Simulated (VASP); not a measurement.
Wanted: the native input for a VASP 6.6.1 run.

- Task: single point
- Functional: PBE
- Potentials or basis: VASP PAW PBE potentials, release 64 (Cu)
- Cutoff: 520 eV
- k mesh: 30 × 30 × 30
- Occupations: gaussian, width 0.1 eV
- Spin: no spin polarisation
- Dipole correction: no
- Further INCAR settings: ALGO = Fast; EDIFF = 1e-07; NBANDS = 12

The structure of Cu lies in POSCAR:

```
Cu
1.0
   -1.2704311716      1.2704311716      1.7957235040
    1.2704311716     -1.2704311716      1.7957235040
    1.2704311716      1.2704311716     -1.7957235040
Cu
1
Direct
    0.5000000000      0.5000000000      0.0000000000
```

The input as run:

INCAR

```
SYSTEM = Cu
ALGO     = Fast           ! electronic algorithm
EDIFF    = 1E-7           ! SCF threshold, eV
ENCUT    = 520            ! plane-wave cutoff, eV
GGA      = PE             ! functional
ISIF     = 2              ! what is computed and relaxed
ISMEAR   = 0              ! smearing method
LASPH    = .TRUE.         ! aspherical terms in the spheres
LCHARG   = .FALSE.        ! write CHGCAR
LREAL    = .FALSE.        ! projectors in reciprocal space
LWAVE    = .FALSE.        ! write WAVECAR
NBANDS   = 12             ! bands
NELM     = 80             ! most SCF steps
PREC     = Accurate       ! precision mode
SIGMA    = 0.1            ! smearing width, eV
```

KPOINTS

```
k-points
0
G
  30 30 30
  0 0 0
```

Potentials or basis: VASP PAW PBE potentials, release 64 (Cu).

Command:

```bash
$ cat potpaw_PBE.64/Cu/POTCAR > POTCAR
$ mpirun -np 1 vasp_std > vasp.out
```

It gave:

The pressure is 5.3 GPa. The band gap on the k mesh is zero (an odd number of electrons rules out a gap without spin polarisation).

Caveat: the cell stands under pressure.

Wall time 7.8 min on 1 thread of Intel Xeon 8259CL, on a shared host, peak memory 0.37 GiB.
